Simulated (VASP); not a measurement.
Here is a VASP 6.6.1 calculation.

Contents of INCAR:

```
SYSTEM = AlW3
  PREC = Accurate
  ENCUT = 520
  EDIFF = 1E-6
  ISMEAR = 0
  SIGMA = 0.1
  LREAL = .False.
  LASPH = .True.
  NELM = 100
  ALGO = Normal
  ISIF = 2
  LWAVE = .False.
  LCHARG = .True.
  GGA = PE
  LELF = .True.
  LVHAR = .True.
  NBANDS = 30
```

The input KPOINTS:

```
Automatic mesh
0
Gamma
  4 4 4
  0 0 0
```

POSCAR

```
AlW3
1.0
    0.0000000000      3.1539379987      3.1539379987
    3.1539379987      0.0000000000      3.1539379987
    3.1539379987      3.1539379987      0.0000000000
Al W
1 3
Direct
    0.0000000000      0.0000000000      0.0000000000
    0.2500000000      0.2500000000      0.2500000000
    0.7500000000      0.7500000000      0.7500000000
    0.5000000000      0.5000000000      0.5000000000
```

Potentials or basis: VASP PAW PBE potentials, release 64 (Al, W_sv).

Command:

```console
$ cat potpaw_PBE.64/Al/POTCAR potpaw_PBE.64/W_sv/POTCAR > POTCAR
$ mpirun -np 1 vasp_std > vasp.out
```

Task: Predict the pressure.

Result: 0.2 GPa.

Task: What does it give for the band gap on the k mesh?

Result: Zero (an odd number of electrons rules out a gap without spin polarisation).

Caveat: the k points lie up to 0.43 Å⁻¹ apart, too coarse for converged energies and pressures of a metal; spin-orbit coupling is left out, which moves the levels of the heavy elements.
